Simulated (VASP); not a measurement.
Al2InAs3:

```
CELL_PARAMETERS angstrom
4.18302 0.05762 -0.05363
0.09980 7.33150 0.03036
-0.13151 0.04299 10.31499
ATOMIC_POSITIONS crystal
Al 0.99846 0.00703 0.00955
Al 0.49586 0.49498 0.00269
Al 0.50103 0.16788 0.33724
Al 0.98061 0.66903 0.32771
In 0.99154 0.33219 0.66522
In 0.50567 0.83137 0.65788
As 0.99441 0.00424 0.76667
As 0.51132 0.50092 0.77128
As 0.00772 0.33236 0.40024
As 0.50617 0.83602 0.39464
As 0.49903 0.16654 0.08106
As 0.00820 0.65744 0.08582
```

- Program: VASP 6.6.1
- Task: relaxation of cell and atoms
- Functional: PBE
- Potentials or basis: VASP PAW PBE potentials, release 64 (Al, In_d, As)
- Cutoff: 600 eV
- k mesh: 4 × 2 × 2
- Occupations: gaussian, width 0.1 eV
- Spin: no spin polarisation

At the start: pressure -1.9 GPa; volume 26.35 Å³/atom.

Where does the relaxation end?

Over 14 steps the energy falls by 36.9 meV/atom and the volume is 25.44 Å³/atom (-3.4 %); space group P1 (No. 1, to 0.1 Å) before, P3m1 (No. 156, to 0.1 Å).

Step by step:
```csv
step,energy change (eV),largest force (eV/Å),pressure (GPa),volume (Å³)
1,0.0000,1.2306,-1.85,316.22
2,-0.3603,0.4771,0.52,302.43
3,-0.3639,0.4264,0.84,300.96
4,-0.4256,0.1462,0.09,304.52
5,-0.4270,0.1795,-0.03,305.15
6,-0.4354,0.1107,-0.05,305.22
7,-0.4380,0.0728,-0.06,305.27
8,-0.4399,0.0571,0.04,304.80
9,-0.4399,0.0570,0.05,304.77
10,-0.4409,0.0371,0.00,305.05
11,-0.4410,0.0443,-0.03,305.23
12,-0.4416,0.0327,0.00,305.09
13,-0.4421,0.0319,0.04,304.86
14,-0.4423,0.0204,-0.05,305.34
```

Final structure:
```
Al In As
1.0
     4.17619   -0.00029   -0.00095
    -0.00045    7.17752   -0.01983
    -0.00445   -0.02671   10.18663
Al In As
4 2 6
Cartesian
  -0.0001 7.1716 0.0500
  2.0879 3.5859 0.0576
  2.0868 1.1921 3.3270
  4.1705 4.7772 3.3211
  -0.0002 2.3768 6.7725
  2.0857 5.9689 6.7545
  -0.0032 7.1564 7.7734
  2.0867 3.5720 7.7821
  -0.0014 2.3820 4.1003
  2.0821 5.9727 4.0849
  2.0881 1.1892 0.8396
  4.1749 4.7763 0.8334
```

Caveat: the k points lie up to 0.44 Å⁻¹ apart in the final cell.
